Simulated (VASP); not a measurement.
Crystal: Zr.

```
Zr
1.0
     3.23200    0.00000    0.00000
    -1.61600    2.79899    0.00000
     0.00000    0.00000    5.14700
Zr
2
Direct
  0.33333 0.66667 0.25000
  0.66667 0.33333 0.75000
```

- Program: VASP 6.6.1
- Task: relaxation of cell and atoms
- Functional: PBE
- Dispersion: D3(BJ)
- Potentials or basis: VASP PAW PBE potentials, release 64 (Zr_sv)
- Cutoff: 600 eV
- k mesh: 15 × 15 × 8
- Occupations: gaussian, width 0.1 eV
- Spin: no spin polarisation

At the start: pressure -3.3 GPa; volume 23.28 Å³/atom.

Where does the relaxation end?

Over 10 steps the energy falls by 9.0 meV/atom and the volume is 22.46 Å³/atom (-3.5 %); space group P6_3/mmc (No. 194, to 0.1 Å) before and after.

The path:
```csv
step,energy change (eV),largest force (eV/Å),pressure (GPa),volume (Å³)
1,0.0000,0.0000,-3.33,46.56
2,-0.0005,0.0000,3.67,43.38
3,-0.0176,0.0000,-0.02,44.93
4,-0.0176,0.0000,0.12,44.90
5,-0.0180,0.0000,0.06,44.88
6,-0.0181,0.0000,0.06,44.88
7,-0.0181,0.0000,0.07,44.88
8,-0.0181,0.0000,-0.09,44.94
9,-0.0181,0.0000,0.04,44.90
10,-0.0181,0.0000,0.02,44.91
```

Final structure:
```
Zr
1.0
     3.18417    0.00000    0.00000
    -1.59209    2.75758    0.00000
     0.00000    0.00000    5.11496
Zr
2
Cartesian
  0.0000 1.8384 1.2787
  1.5921 0.9192 3.8362
```
